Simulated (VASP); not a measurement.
# Al in VASP: a series of runs

Al is run at these levels: PBE; tasks: single point.

Everything below comes from runs of VASP 6.6.1. Logs are shortened: lines on timing, memory, paths and dates and some standing lists are left out, and cuts for length are marked.

## (1) The cell of the first run

It takes space group I4/mmm (No. 139, tetragonal). The conventional cell has a = 2.901 Å, b = 2.901 Å, c = 3.972 Å, α = 90.00°, β = 90.00°, γ = 90.00°. Al (site symmetry 4/mmm) has 12 Al at 2.86 to 2.90 Å within 3.8 Å.

## (2) Single point, PBE (biaxial strain in the a-b plane: +1.5 %, then relaxed in part)

INCAR reads:

```
SYSTEM = Al
PREC     = Accurate       ! precision mode
ENCUT    = 520            ! plane-wave cutoff, eV
EDIFF    = 1E-6           ! SCF threshold, eV
ISMEAR   = 0              ! smearing method
SIGMA    = 0.1            ! smearing width, eV
LREAL    = .FALSE.        ! projectors in reciprocal space
LASPH    = .TRUE.         ! aspherical terms in the spheres
NELM     = 100            ! most SCF steps
ALGO     = Normal         ! electronic algorithm
ISIF     = 2              ! what is computed and relaxed
LWAVE    = .FALSE.        ! write WAVECAR
LCHARG   = .FALSE.        ! write CHGCAR
GGA      = PE             ! functional
NBANDS   = 10             ! bands
```

KPOINTS reads:

```
Automatic mesh
0
G
  18 18 14
  0 0 0
```

POSCAR reads:

```
Al
1.0
    2.0511226176      2.0511226176      0.0000000000
   -2.0511226176      2.0511226176      0.0000000000
    0.0000000000      0.0000000000      3.9719802919
Al
2
Direct
    0.0000000000      0.0000000000      0.0000000000
    0.5000000000      0.5000000000      0.5000000000
```

Potentials or basis: VASP PAW PBE potentials, release 64 (Al).

The run is started by

```
cat potpaw_PBE.64/Al/POTCAR > POTCAR
mpirun -np 1 vasp_std > vasp.out
```

OUTCAR:

```text
SYSTEM = Al
   PREC = Accurate
   ENCUT = 520
   EDIFF = 1E-6
   ISMEAR = 0
   LREAL = .FALSE.
   LASPH = .TRUE.
   NELM = 100
   ISIF = 2
   GGA = PE

 ion  position               nearest neighbor table
   1  0.000  0.000  0.000-   2 2.86   2 2.86   2 2.86   2 2.86   2 2.86   2 2.86   2 2.86   2 2.86

   2  0.500  0.500  0.500-   1 2.86   1 2.86   1 2.86   1 2.86   1 2.86   1 2.86   1 2.86   1 2.86

  LATTYP: Found a simple tetragonal cell.
 ALAT       =     2.9007254239
 C/A-ratio  =     1.3693058499

  Lattice vectors:

 A1 = (   2.0511226176,   2.0511226176,   0.0000000000)
 A2 = (  -2.0511226176,   2.0511226176,   0.0000000000)
 A3 = (   0.0000000000,   0.0000000000,   3.9719802919)

Analysis of symmetry for initial positions (statically):
=====================================================================
 Subroutine PRICEL returns following result:

  LATTYP: Found a body centered tetragonal cell.
 ALAT       =     2.9007254239
 C/A-ratio  =     1.3693058499

  Lattice vectors:

 A1 = (   0.0000000000,  -2.0511226176,  -1.9859901460)
 A2 = (   0.0000000000,   2.0511226176,  -1.9859901459)
 A3 = (   2.0511226176,   0.0000000000,   1.9859901460)

   2 primitive cells build up your supercell.

 Routine SETGRP: Setting up the symmetry group for a
 simple tetragonal supercell.

 Subroutine GETGRP returns: Found 16 space group operations
 (whereof 16 operations were pure point group operations)
 out of a pool of 16 trial point group operations.

The static configuration has the point symmetry D_4h.

Analysis of symmetry for dynamics (positions and initial velocities):
=====================================================================
 Subroutine PRICEL returns following result:

  LATTYP: Found a body centered tetragonal cell.
 ALAT       =     2.9007254239
 C/A-ratio  =     1.3693058499

  Lattice vectors:

 A1 = (   0.0000000000,  -2.0511226176,  -1.9859901460)
 A2 = (   0.0000000000,   2.0511226176,  -1.9859901459)
 A3 = (   2.0511226176,   0.0000000000,   1.9859901460)

   2 primitive cells build up your supercell.

 Routine SETGRP: Setting up the symmetry group for a
 simple tetragonal supercell.

 Subroutine GETGRP returns: Found 16 space group operations
 (whereof 16 operations were pure point group operations)
 out of a pool of 16 trial point group operations.

The dynamic configuration has the point symmetry D_4h.

 Subroutine INISYM returns: Found 16 space group operations
 (whereof 16 operations are pure point group operations),
 and found     2 'primitive' translations

----------------------------------------------------------------------------------------

                                     Primitive cell

  volume of cell :      16.7105

  direct lattice vectors                    reciprocal lattice vectors
     0.000000000 -2.051122618 -1.985990146     0.243768947 -0.243768947 -0.251763586
     0.000000000  2.051122618 -1.985990146     0.243768947  0.243768947 -0.251763586
     2.051122618  0.000000000  1.985990146     0.487537893  0.000000000  0.000000000

  length of vectors
     2.855041305  2.855041305  2.855041305     0.426885818  0.426885818  0.487537893

  position of ions in fractional coordinates (direct lattice)
     0.000000000  0.000000000  0.000000000

  ion indices of the primitive-cell ions
   primitive index   ion index
                 1           1

----------------------------------------------------------------------------------------

 KPOINTS: Automatic mesh

Automatic generation of k-mesh.
 Grid dimensions read from file:
 generate k-points for:   18   18   14

 Generating k-lattice:

  Cartesian coordinates                     Fractional coordinates (reciprocal lattice)
     0.013542719  0.013542719  0.000000000     0.055555556  0.000000000  0.000000000
    -0.013542719  0.013542719  0.000000000     0.000000000  0.055555556  0.000000000
     0.000000000  0.000000000  0.017983113     0.000000000  0.000000000  0.071428571

  Length of vectors
     0.019152297  0.019152297  0.017983113

  Shift w.r.t. Gamma in fractional coordinates (k-lattice)
     0.000000000  0.000000000  0.000000000

 Subroutine IBZKPT returns following result:
 ===========================================

 Found    440 irreducible k-points:

 Following reciprocal coordinates:
            Coordinates               Weight
  0.000000  0.000000  0.000000      1.000000
  0.055556  0.000000  0.000000      4.000000
  0.111111  0.000000  0.000000      4.000000
  0.166667  0.000000  0.000000      4.000000
  0.222222  0.000000  0.000000      4.000000
  0.277778  0.000000  0.000000      4.000000
[... 16 lines left out ...]
  0.277778  0.111111  0.000000      8.000000
  0.333333  0.111111  0.000000      8.000000
 [... further k-points ...]
   k-points           NKPTS =    440   k-points in BZ     NKDIM =    440   number of bands    NBANDS=     10
   number of dos      NEDOS =    301   number of ions     NIONS =      2
   total plane-waves  NPLWV =  17280
   dimension x,y,z NGX =    24 NGY =   24 NGZ =   30
   dimension x,y,z NGXF=    48 NGYF=   48 NGZF=   60
   ions per type =               2
   NGX,Y,Z   is equivalent  to a cutoff of  13.75, 13.75, 12.56 a.u.
   NGXF,Y,Z  is equivalent  to a cutoff of  27.51, 27.51, 25.11 a.u.
 SYSTEM =  Al
   PREC   = accura    normal or accurate (medium, high low for compatibility)
   ISTART =      0    job   : 0-new  1-cont  2-samecut
   ICHARG =      2    charge: 1-file 2-atom 10-const
   ISPIN  =      1    spin polarized calculation?
   LNONCOLLINEAR =      F non collinear calculations
   LSORBIT =      F    spin-orbit coupling
   LASPH  =      T    aspherical Exc in radial PAW
   ENCUT  =  520.0 eV  38.22 Ry    6.18 a.u.   5.39  5.39  7.39*2*pi/ulx,y,z
   NELM   =    100;   NELMIN=  2; NELMDL= -5     # of ELM steps
   EDIFF  = 0.1E-05   stopping-criterion for ELM
   LREAL  =      F    real-space projection
   EDIFFG = 0.1E-04   stopping-criterion for IOM
   NSW    =      0    number of steps for IOM
   IBRION =     -1    ionic relax: 0-MD 1-quasi-New 2-CG
   NFREE  =      0    steps in history (QN), initial steepest desc. (CG)
   ISIF   =      2    stress and relaxation
   ISYM   =      2    0-nonsym 1-usesym 2-fastsym
   POTIM  = 0.5000    time-step for ionic-motion
   TEBEG  =    0.0;   TEEND  =   0.0 temperature during run
   PSTRESS=    0.0 pullay stress
   NELECT =       6.0000    total number of electrons
   NUPDOWN=      -1.0000    fix difference up-down
   EMIN   =  10.00;   EMAX   =-10.00  energy-range for DOS
   EFERMI =   0.00;   METHOD = LEGACY
   ISMEAR =     0;   SIGMA  =   0.10  broadening in eV -4-tet -1-fermi 0-gaus
   EFERMI_NEDOS =   21; number of points for ismear=-14 and -15
   IALGO  =     38    algorithm
   IMIX   =      4    mixing-type and parameters
     AMIX     =   0.40;   BMIX     =  1.00
     AMIX_MAG =   1.60;   BMIX_MAG =  1.00
  volume/ion in A,a.u.               =      16.71       112.77
  Fermi-wavevector in a.u.,A,eV,Ry     =   0.923532  1.745222 11.604556  0.852911
  Thomas-Fermi vector in A             =   2.049179
   LORBIT       =      0    0 simple, 1 ext, 2 COOP (PROOUT), +10 PAW based schemes
   GGA     = PE    functional components
   LHFCALC =     F    Hartree Fock is set to
   AEXX    =    0.0000 exact exchange contribution
   IVDW    =     0    specifies the selected vdW correction
   LEPSILON=     F    determine dielectric tensor
   LRPA    =     F    only Hartree local field effects (RPA)
 non-spin polarized calculation
 Gauss-broadening in eV      SIGMA  =   0.10
  energy-cutoff  :      520.00
  volume of cell :       33.42
 maximum number of plane-waves:       920
 NGX is ok and might be reduce to    24

 number of electron       6.0000000 magnetization

 Free energy of the ion-electron system (eV)
  ---------------------------------------------------
  ext. energy  EPLUGINS =         0.00000000
  ---------------------------------------------------
  free energy    TOTEN  =        -7.48751543 eV

  energy without entropy =       -7.48311558  energy(sigma->0) =       -7.48531550

 E-fermi :   7.8660     XC(G=0): -10.1508

 val. band max:        7.8602471158   @ k =   0.2222   0.1111   0.0000
 cond. band min:       7.8715736981   @ k =   0.3889   0.2222   0.0714
 fundamental gap:      0.0113265824
 Fermi energy:         7.8660437650

 k-point     1 :       0.0000    0.0000    0.0000
  band No.  band energies     occupation
      1      -3.1785      2.00000
      2       5.2927      2.00000
      3       6.7148      2.00000
      4      12.8821      0.00000
      5      13.0166      0.00000
      6      13.0166      0.00000
      7      16.4195      0.00000
      8      20.3163      0.00000
      9      20.3163      0.00000
     10      20.6599      0.00000

 k-point     2 :       0.0556    0.0000    0.0000
  band No.  band energies     occupation
      1      -3.1242      2.00000
      2       5.3423      2.00000
      3       6.7671      2.00000
      4      11.5473      0.00000
      5      13.0633      0.00000
      6      13.9821      0.00000
      7      16.9249      0.00000
      8      19.3943      0.00000
      9      19.9496      0.00000
     10      20.3692      0.00000

 k-point     3 :       0.1111    0.0000    0.0000
  band No.  band energies     occupation
      1      -2.9614      2.00000
      2       5.4911      2.00000
      3       6.9221      2.00000
      4      10.0447      0.00000
      5      13.2033      0.00000
      6      14.5642      0.00000
      7      17.9365      0.00000
      8      18.2533      0.00000
      9      18.8039      0.00000
     10      20.5277      0.00000
[... 248 lines left out ...]
 k-point    23 :       0.2778    0.1111    0.0000
  band No.  band energies     occupation
      1      -1.6120      2.00000
      2       5.8911      2.00000
      3       6.7330      2.00000
      4       8.2757      0.00000
      5      11.6021      0.00000
      6      13.9089      0.00000
      7      15.2691      0.00000
      8      18.5560      0.00000
      9      18.8465      0.00000
     10      19.2224      0.00000

 k-point    24 :       0.3333    0.1111    0.0000
  band No.  band energies     occupation
      1      -1.0223      2.00000
      2       4.6308      2.00000
      3       7.2803      2.00000
      4       8.8407      0.00000
      5      12.1340      0.00000
      6      12.6658      0.00000
      7      14.1531      0.00000
      8      17.3724      0.00000
      9      19.4163      0.00000
     10      19.7776      0.00000

 [... further k-points ...]
[... 5 lines left out ...]
  --------------------------------------------------------------------------------------
  -------------------------------------------------------------------------------------
  Total       -0.2878733     -0.2878733     -0.0092562      0.0000000      0.0000000      0.0000000
  in kB      -13.8003988    -13.8003988     -0.4437357      0.0000000      0.0000000      0.0000000
  external PRESSURE =      -9.3481778 kB  Pullay stress =       0.0000000 kB

 VOLUME and BASIS-vectors are now :
 -----------------------------------------------------------------------------
  energy-cutoff  :      520.00
  volume of cell :       33.42
      direct lattice vectors                 reciprocal lattice vectors
     2.051122618  2.051122618  0.000000000     0.243768947  0.243768947  0.000000000
    -2.051122618  2.051122618  0.000000000    -0.243768947  0.243768947  0.000000000
     0.000000000  0.000000000  3.971980292     0.000000000  0.000000000  0.251763586

 POSITION                                       TOTAL-FORCE (eV/Angst)
 -----------------------------------------------------------------------------------
      0.00000      0.00000      0.00000        -0.000000      0.000000      0.000000
      0.00000      2.05112      1.98599         0.000000     -0.000000     -0.000000
 -----------------------------------------------------------------------------------
    total drift:                               -0.000000      0.000000     -0.000000

  FREE ENERGIE OF THE ION-ELECTRON SYSTEM (eV)
  ---------------------------------------------------
  free  energy   TOTEN  =        -7.4875154284 eV

  energy  without entropy=       -7.4831155810  energy(sigma->0) =       -7.48531550
```

Run time: 36 s. Hardware: 1 thread of Intel Xeon Platinum 8488C (Sapphire Rapids), shared host; peak memory 0.23 GiB.

What came out:

```yaml
Free_energy: -7.4875 eV
Pressure: -0.9 GPa
Band_gap_on_the_k_mesh: zero (band 3 reaches 15.02 eV, above the bottom of band 4 at 3.51 eV)
```

Caveat: the cell differs from its parent crystal (biaxial strain in the a-b plane: +1.5 %, then relaxed in part).

## (3) Single point, PBE

This run uses another cell than the first one: it holds 16 atoms, not 2.

INCAR reads:

```
PREC = Accurate ; ENCUT = 520
EDIFF = 1E-7 ; ISMEAR = 0
SIGMA = 0.1 ; LREAL = Auto
LASPH = True ; NELM = 100
ALGO = Normal ; ISIF = 2
LWAVE = False ; LCHARG = False
GGA = PE ; NBANDS = 38
```

KPOINTS reads:

```
regular mesh
0
Gamma
  7 7 7
```

POSCAR reads:

```
Al
1.0
   -4.0416209214     -4.0416209214      4.0416209214
    4.0416209214      4.0416209214      4.0416209214
   -4.0416209214      4.0416209214     -4.0416209214
Al
16
Direct
    0.0000000000      0.0000000000      0.0000000000
    0.2500000000      0.0000000000      0.7500000000
    0.0000000000      0.2500000000      0.7500000000
    0.5000000000      0.0000000000      0.5000000000
    0.2500000000      0.2500000000      0.5000000000
    0.0000000000      0.5000000000      0.5000000000
    0.7500000000      0.0000000000      0.2500000000
    0.5000000000      0.2500000000      0.2500000000
    0.2500000000      0.5000000000      0.2500000000
    0.0000000000      0.7500000000      0.2500000000
    0.7500000000      0.2500000000      0.0000000000
    0.5000000000      0.5000000000      0.0000000000
    0.2500000000      0.7500000000      0.0000000000
    0.7500000000      0.5000000000      0.7500000000
    0.5000000000      0.7500000000      0.7500000000
    0.7500000000      0.7500000000      0.5000000000
```

Potentials or basis: VASP PAW PBE potentials, release 64 (Al).

The run is started by

```
cat potpaw_PBE.64/Al/POTCAR > POTCAR
mpirun -np 1 vasp_std > vasp.out
```

Wall time 3.2 min (1 thread of Intel Xeon 6975P-C (Granite Rapids), shared host); peak memory 0.41 GiB.

Results (log left out):

```yaml
Free_energy: -59.9773 eV
Pressure: 0.0 GPa
Band_gap_on_the_k_mesh: zero (band 24 reaches 9.23 eV, above the bottom of band 25 at 7.12 eV)
```

Levels at points of the mesh, in eV from the Fermi level:
| k point | band 21 | band 22 | band 23 | band 24 | band 25 | band 26 | band 27 | band 28 |
| --- | --- | --- | --- | --- | --- | --- | --- | --- |
| (0.00, 0.00, 0.00) | 1.27 | 1.27 | 1.27 | 1.27 | 1.27 | 1.27 | 1.27 | 1.27 |

## (4) Single point, PBE

This run uses another cell than the first one: it holds 16 atoms, not 2.

INCAR reads:

```
SYSTEM = Al
PREC = Accurate
ENCUT = 520
EDIFF = 1E-6
ISMEAR = 0
SIGMA = 0.1
LREAL = Auto
LASPH = .True.
NELM = 80
ALGO = Normal
ISIF = 2
LWAVE = .False.
LCHARG = .True.
GGA = PE
LELF = .True.
LVHAR = .True.
NBANDS = 38
```

KPOINTS reads:

```
regular mesh
0
Gamma
  5 5 5
  0 0 0
```

POSCAR is that of step 3.

The run is started by

```
cat potpaw_PBE.64/Al/POTCAR > POTCAR
mpirun -np 1 vasp_std > vasp.out
```

Wall time 3.7 min (1 thread of Intel Xeon Platinum 8375C at 2.90GHz (Ice Lake), shared host); peak memory 0.36 GiB.

It converged, with:

- Free energy: -59.9944 eV
- Pressure: -0.2 GPa
- Band gap on the k mesh: zero (band 24 reaches 9.24 eV, above the bottom of band 25 at 7.11 eV)

Levels at points of the mesh, in eV from the Fermi level:
```tsv
k point	band 21	band 22	band 23	band 24	band 25	band 26	band 27	band 28
(0.00, 0.00, 0.00)	1.20	1.20	1.20	1.20	1.20	1.20	1.20	1.20
```

## (5) Summary

| cell | k mesh | gap on the mesh (eV) | pressure (GPa) |
| --- | --- | --- | --- |
| a = 2.901, b = 2.901, c = 3.972 Å, 2 atoms | 18 × 18 × 14 | none | -0.9 |
| a = 7.000 Å, angles 109.5°, 16 atoms | 7 × 7 × 7 | none | 0.0 |
| a = 7.000 Å, angles 109.5°, 16 atoms | 5 × 5 × 5 | none | -0.2 |

Alike in all rows: task single point; level PBE; potentials or basis VASP PAW PBE potentials, release 64 (Al); no spin polarisation; cutoff (eV) 520; smearing gaussian 0.1 eV.

Absolute energies hang on the potentials; compare differences alone.
